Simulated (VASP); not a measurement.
Input of a VASP 6.6.1 run:

INCAR

```
  PREC = Accurate
  ENCUT = 520
  EDIFF = 1E-6
  ISMEAR = -1
  SIGMA = 0.1034
  LREAL = Auto
  LASPH = T
  NELM = 80
  ALGO = Normal
  ISIF = 2
  LWAVE = F
  LCHARG = F
  GGA = PS
  NBANDS = 78
```

File KPOINTS:

```
Automatic mesh
0
Gamma
  1 1 1
```

File POSCAR:

```
RbBr
1.0
    0.0000000000      6.8879150000     -6.8879150000
   -6.8879150000      0.0000000000     -6.8879150000
   -6.8879150000      6.8879150000      0.0000000000
Rb Br
8 8
Direct
    0.5445462814      0.4820288142     -0.0432886440
    0.0024548793      0.4806005881      0.0054054093
    0.4720246257      0.0005751378      0.0255410382
   -0.0016731478      0.0138949885     -0.0088574699
    0.4674905251      0.5216100954      0.5169247878
   -0.0535478443      0.5360957561      0.5241975257
    0.5159594014      0.0362415187      0.4678847663
   -0.0009893415      0.0187289622      0.4562070670
    0.7614397100      0.7379021083      0.2344831491
    0.2506052993      0.8032892392      0.2541306041
    0.7620578942      0.2653286227      0.2408682453
    0.2368149868      0.2566646801      0.2436945723
    0.7349499812      0.6900016914      0.8361271880
    0.2437549679      0.7409401103      0.7652871007
    0.7736111000      0.2643375390      0.7249416551
    0.2763853793      0.2780166422      0.7286106173
```

Potentials or basis: VASP PAW PBE potentials, release 64 (Rb_sv, Br).

Run with:

```sh
$ cat potpaw_PBE.64/Rb_sv/POTCAR potpaw_PBE.64/Br/POTCAR > POTCAR
$ mpirun -np 1 vasp_gam > vasp.out
```

(1) Predict the pressure.

(2) Predict the largest force.

Results:

(1) 1.5 GPa.

(2) 1.487 eV/Å.

Caveat: the k points lie up to 0.79 Å⁻¹ apart; the atoms stand as in a frame of molecular dynamics; the PAW data sets were made with another functional, which shifts forces and pressure a little.
